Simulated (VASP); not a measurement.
Here is a VASP 6.6.1 calculation.

Contents of INCAR:

```
  PREC = Accurate
  ENCUT = 520
  EDIFF = 1E-7
  ISMEAR = 0
  SIGMA = 0.15
  LREAL = False
  LASPH = True
  NELM = 100
  ALGO = Fast
  ISIF = 2
  LWAVE = False
  LCHARG = False
  NBANDS = 12
```

File KPOINTS:

```
Automatic mesh
0
Gamma
  18 18 18
```

File POSCAR:

```
Zr
1.0
    0.0000000000      2.2550000000      2.1873500000
    2.2550000000      0.0000000000      2.1873500000
    2.2550000000      2.2550000000      0.0000000000
Zr
1
Direct
    0.0000000000      0.0000000000      0.0000000000
```

Potentials or basis: VASP PAW LDA potentials, release 64 (Zr_sv).

Command:

```bash
$ cat potpaw_LDA.64/Zr_sv/POTCAR > POTCAR
$ mpirun -np 1 vasp_std > vasp.out
```

(1) Estimate the pressure.

(2) Predict the band gap on the k mesh.

Answers

(1) -2.9 GPa.

(2) zero (bands 6 and 7 overlap by 1.60 eV).

Caveat: the cell differs from its parent crystal (strain +0.000 along x and y, -0.030 along z).
